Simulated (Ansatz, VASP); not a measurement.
# Two plane-wave programs on Lu

POSCAR

```
Lu
1.0
    0.0000000000      3.5290551937      3.5290551937
    3.5290551937      0.0000000000      3.5290551937
    3.5290551937      3.5290551937      0.0000000000
Lu
2
Direct
    0.1250000000      0.1250000000      0.1250000000
    0.8750000000      0.8750000000      0.8750000000
```

File INCAR.step1:

```
ALGO = Normal ; EDIFF = 1E-4
ENCUT = 520 ; GGA = PE
ISMEAR = -1 ; LASPH = True
LCHARG = False ; LREAL = False
LWAVE = True ; NBANDS = 32
NELM = 80 ; PREC = Accurate
SIGMA = 0.1
```

File INCAR.step2:

```
ALGO = Normal ; EDIFF = 1E-7
ENCUT = 520 ; ISIF = 2
ISMEAR = -1 ; ISTART = 1
LASPH = True ; LCHARG = True
LELF = True ; LMIXTAU = True
LREAL = False ; LVHAR = True
LWAVE = False ; METAGGA = R2SCAN
NBANDS = 32 ; NELM = 80
PREC = Accurate ; SIGMA = 0.1
```

File KPOINTS:

```
k-points
0
Gamma
  8 8 8
```

Input for Ansatz:

```yaml
crystal:
  lattice:
    - [0.0, 3.5290551937, 3.5290551937]
    - [3.5290551937, 0.0, 3.5290551937]
    - [3.5290551937, 3.5290551937, 0.0]
  atoms:
    - { symbol: Lu, position: [0.125, 0.125, 0.125] }
    - { symbol: Lu, position: [0.875, 0.875, 0.875] }
hamiltonian:
  xc: r2scan
  pseudopotentials:
    kind: paw
    azcp:
      Lu: "pseudopotentials/Lu.paw.azcp"
basis:
  ecutwfc: 500
  fft_grid_basis: typed
kpoints:
  mp_grid: { grid: [8, 8, 8], shift: [0, 0, 0] }
magnetization:
  spin_polarized: false
scf:
  occupations: { method: fermi_dirac, width: 0.1 }
  lower_state_search: "off"
output:
  stress: true
  write_density: true
  write_potential: true
  elf: true
  volumetric_format: npy
```

Alike in both runs: task single point; functional r2SCAN; k mesh 8 × 8 × 8; occupations fermi-dirac, width 0.1 eV; no spin polarisation.

|  | VASP | Ansatz |
| --- | --- | --- |
| version | VASP 6.6.1 | Ansatz 0.2.0 |
| potentials or method | VASP PAW PBE potentials, release 64 (Lu), cutoff 520 eV | plane waves (500 eV) with PAW, scalar-relativistic |
| valence electrons in the cell | 50 | 50 |

|  | VASP | Ansatz | Ansatz less VASP |
| --- | --- | --- | --- |
| pressure (GPa) | 1.4 | 1.3 | -0.06 |

VASP's potentials were made for PBE, not for r2SCAN.

Spin-orbit coupling is off throughout.
